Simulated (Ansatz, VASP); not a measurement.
SnSe2: VASP beside Ansatz

```
Sn Se
1.0
     1.90550    3.30042    0.00000
    -1.90550    3.30042    0.00000
     0.00000    0.00000    6.13600
Sn Se
1 2
Direct
  0.00000 0.00000 0.00000
  0.33330 0.33340 0.24900
  0.66670 0.66660 0.75100
```

Alike in both runs: task single point; functional PBE; k mesh 5 × 5 × 3; no spin polarisation.

|  | VASP | Ansatz |
| --- | --- | --- |
| version | VASP 6.6.1 | Ansatz 0.2.0 |
| potentials or method | VASP PAW PBE potentials, release 64 (Sn_d, Se), cutoff 520 eV | PAW plane waves |
| occupations | methfessel-paxton of order 1, width 0.109 eV | cold, width 0.2973 eV |
| valence electrons in the cell | 26 | 46 |

|  | VASP | Ansatz | Ansatz less VASP |
| --- | --- | --- | --- |
| gap on the k mesh at the Fermi level (eV) | 0.79 | 0.80 | +0.006 |
| pressure (GPa) | 5.7 | 5.7 | -0.08 |
| traceless stress, the component that is largest in VASP (GPa) | 0.64 | 0.77 | +0.136 |
| rms of the force components (eV/Å) | 0.354 | 0.351 | -0.0030 |

Atom by atom the forces differ by 0.003 eV/Å (rms over components). VASP's potentials hold 26 valence electrons a cell and Ansatz's 46, so a difference there can come from the potentials and not from the codes. Ansatz's warnings: structure snapped to symmetry.
